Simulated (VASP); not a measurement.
Set up this calculation in VASP 6.6.1, as the native input.

```
Task                   : single point
Functional             : PBEsol
Potentials or basis    : VASP PAW PBE potentials, release 64 (Ag)
Cutoff                 : 520 eV
k mesh                 : 10 × 10 × 1
Occupations            : fermi-dirac, width 0.05 eV
Spin                   : no spin polarisation
Dipole correction      : yes
Further INCAR settings : ALGO = Normal; EDIFF = 1e-06; NBANDS = 48
```

The structure of Ag lies in POSCAR:

```
Ag
1.0
    2.9299980804      0.0000000000      0.0000000000
   -1.4649990402      2.5374527707      0.0000000000
    0.0000000000      0.0000000000     29.3700000000
Ag
7
Direct
    0.6666666667      0.3333333334      0.2553626149
    0.3333333333      0.6666666666      0.3369084099
    0.6666666667      0.3333333334      0.4184542050
    0.3333333333      0.6666666666      0.5000000000
    0.6666666667      0.3333333334      0.5815457950
    0.3333333333      0.6666666666      0.6630915901
    0.6666666667      0.3333333334      0.7446373851
```

One way to write it, as run:

INCAR

```
SYSTEM = Ag
  PREC = Accurate
  ENCUT = 520
  EDIFF = 1E-6
  ISMEAR = -1
  SIGMA = 0.05
  LREAL = .FALSE.
  LASPH = .TRUE.
  NELM = 80
  ALGO = Normal
  ISIF = 2
  LWAVE = .FALSE.
  LCHARG = .FALSE.
  LDIPOL = .TRUE.
  IDIPOL = 3
  DIPOL = 0.5 0.5 0.500
  GGA = PS
  NBANDS = 48
```

KPOINTS

```
Automatic mesh
0
G
  10 10 1
  0 0 0
```

Potentials or basis: VASP PAW PBE potentials, release 64 (Ag).

Run with:

```console
$ cat potpaw_PBE.64/Ag/POTCAR > POTCAR
$ mpirun -np 1 vasp_std > vasp.out
```

It gave:

```json
{"Largest force": "0.363 eV/Å"}
```

Caveat: the PAW data sets were made with another functional, which shifts forces and pressure a little.

Wall time 2.3 min on 1 thread of Intel(R) Xeon(R) 6975P-C (Granite Rapids) (shared host), peak memory 0.38 GiB.
